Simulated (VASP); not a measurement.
A run of VASP 6.6.1 is set up as follows.

INCAR

```
SYSTEM = Re
ALGO     = Fast           ! electronic algorithm
EDIFF    = 1E-6           ! SCF threshold, eV
ENCUT    = 520            ! plane-wave cutoff, eV
GGA      = PS             ! functional
ISIF     = 2              ! what is computed and relaxed
ISMEAR   = 0              ! smearing method
LASPH    = .True.         ! aspherical terms in the spheres
LCHARG   = .False.        ! write CHGCAR
LREAL    = .False.        ! projectors in reciprocal space
LWAVE    = .False.        ! write WAVECAR
NBANDS   = 10             ! bands
NELM     = 60             ! most SCF steps
PREC     = Accurate       ! precision mode
SIGMA    = 0.1            ! smearing width, eV
```

File KPOINTS:

```
k-points
0
Gamma
  8 8 8
  0 0 0
```

File POSCAR:

```
Re
1.0
   -1.5013639100      1.5013639100      1.5013639100
    1.5013639100     -1.5013639100      1.5013639100
    1.5013639100      1.5013639100     -1.5013639100
Re
1
Direct
    0.0000000000      0.0000000000      0.0000000000
```

Potentials or basis: VASP PAW PBE potentials, release 64 (Re).

Run with:

```sh
$ cat potpaw_PBE.64/Re/POTCAR > POTCAR
$ mpirun -np 1 vasp_std > vasp.out
```

(1) What does it give for the pressure?

Results:

(1) 37.6 GPa.

Caveat: the k points lie up to 0.37 Å⁻¹ apart; the PAW data sets were made with another functional, which shifts forces and pressure a little.
